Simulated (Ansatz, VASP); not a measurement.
# Two plane-wave programs on OsRhC4N4

```xyz
10
Lattice="5.8566 0.0000 0.0000 0.0000 5.8566 0.0000 0.0000 0.0000 5.8566" Properties=species:S:1:pos:R:3 pbc="T T T"
Os    2.9283    2.9283    2.9283
Rh    0.0000    0.0000    0.0000
C     1.1068    1.1068    1.1068
C     1.1068    4.7499    4.7499
C     4.7499    1.1068    4.7499
C     4.7499    4.7499    1.1068
N     1.7823    1.7823    1.7823
N     1.7823    4.0744    4.0744
N     4.0744    1.7823    4.0744
N     4.0744    4.0744    1.7823
```

Alike in both runs: task single point; functional PBE; k mesh 4 × 4 × 4; occupations gaussian, width 0.1 eV; collinear spin.

|  | VASP | Ansatz |
| --- | --- | --- |
| version | VASP 6.6.1 | Ansatz 0.2.0 |
| potentials or method | VASP PAW PBE potentials, release 64 (Os, Rh_pv, C, N), cutoff 520 eV | scalar-relativistic, plane waves, PAW |
| valence electrons in the cell | 59 | 69 |

|  | VASP | Ansatz | Ansatz less VASP |
| --- | --- | --- | --- |
| gap on the k mesh at the Fermi level (eV) | none | none | - |
| pressure (GPa) | 0.9 | 0.5 | -0.48 |
| rms of the force components (eV/Å) | 1.998 | 1.856 | -0.1423 |
| net moment per atom (μB) | 0.00 | 0.06 | +0.056 |
| size of the moment on the site where the two differ most (μB) | 0.00 | 0.22 | +0.216 |

Site moments also hang on the region over which each program counts them. Atom by atom the forces differ by 0.164 eV/Å (rms over components). A gap of «none» marks a metal or a gap that the smearing closes. VASP's potentials hold 59 valence electrons a cell and Ansatz's 69, so a difference there can come from the potentials and not from the codes.

Spin-orbit coupling is off throughout. Noted on VASP's run: the standard files for N, O and F lose accuracy on very short bonds.
